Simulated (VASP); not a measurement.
Wanted: the native input for a VASP 6.6.1 run.

* Task: single point
* Functional: PBE
* Potentials or basis: VASP PAW PBE potentials, release 64 (Mn_pv)
* Cutoff: 520 eV
* k mesh: 19 × 19 × 19
* Occupations: fermi-dirac, width 0.0612256 eV
* Spin: no spin polarisation
* Dipole correction: no
* Further INCAR settings: ALGO = Normal; EDIFF = 1e-06; NBANDS = 12

The structure of Mn lies in POSCAR:

```
Mn
1.0
   -1.3825610859      1.3825610859      1.3825610859
    1.3825610859     -1.3825610859      1.3825610859
    1.3825610859      1.3825610859     -1.3825610859
Mn
1
Direct
    0.0000000000      0.0000000000      0.0000000000
```

The input as run:

INCAR

```
PREC = Accurate
ENCUT = 520
EDIFF = 1E-6
ISMEAR = -1
SIGMA = 0.06122561905347299
LREAL = F
LASPH = T
NELM = 60
ALGO = Normal
ISIF = 2
LWAVE = F
LCHARG = F
GGA = PE
NBANDS = 12
```

KPOINTS

```
Automatic mesh
0
Gamma
  19 19 19
```

Potentials or basis: VASP PAW PBE potentials, release 64 (Mn_pv).

Run with:

```console
$ cat potpaw_PBE.64/Mn_pv/POTCAR > POTCAR
$ mpirun -np 1 vasp_std > vasp.out
```

It gave:

```yaml
Pressure: 5.7 GPa
```

Caveat: the run has no spin polarisation, though such a crystal can be magnetic.

Wall time 16 s on 1 thread of Intel Xeon 6975P-C (shared host), peak memory 0.14 GiB.
